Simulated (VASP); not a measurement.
Here is a VASP 6.6.1 calculation.

Contents of POSCAR:

```
KBr
1.0
    0.0000000000      3.3024386828      3.3024386828
    3.3024386828      0.0000000000      3.3024386828
    3.3024386828      3.3024386828      0.0000000000
K Br
1 1
Direct
    0.0000000000      0.0000000000      0.0000000000
    0.5000000000      0.5000000000      0.5000000000
```

The input INCAR.step1:

```
ALGO = Normal
EDIFF = 1E-5
ENCUT = 520
GGA = PE
ISIF = 2
ISMEAR = 1
LASPH = True
LCHARG = False
LREAL = False
LWAVE = True
NBANDS = 15
NELM = 60
PREC = Accurate
SIGMA = 0.05
```

Contents of INCAR.step2:

```
ALGO = Normal
EDIFF = 1E-6
ENCUT = 520
GGA = PE
HFSCREEN = 0.2079
ISIF = 2
ISMEAR = 1
ISTART = 1
LASPH = True
LCHARG = False
LHFCALC = True
LREAL = False
LWAVE = False
NBANDS = 15
NELM = 60
PREC = Accurate
PRECFOCK = Normal
SIGMA = 0.05
```

File KPOINTS:

```
k-points
0
Gamma
  4 4 4
```

Potentials or basis: VASP PAW PBE potentials, release 64 (K_sv, Br).

The run is started by

```sh
$ cat potpaw_PBE.64/K_sv/POTCAR potpaw_PBE.64/Br/POTCAR > POTCAR
$ cp INCAR.step1 INCAR
$ mpirun -np 1 vasp_std > vasp.out
$ cp INCAR.step2 INCAR
$ mpirun -np 1 vasp_std > vasp.out
```

(1) What does it give for the pressure?

(2) Estimate the band gap on the k mesh.

Results:

(1) 0.4 GPa.

(2) 5.59 eV, direct.

Caveat: the PAW data sets were made with another functional, which shifts forces and pressure a little.
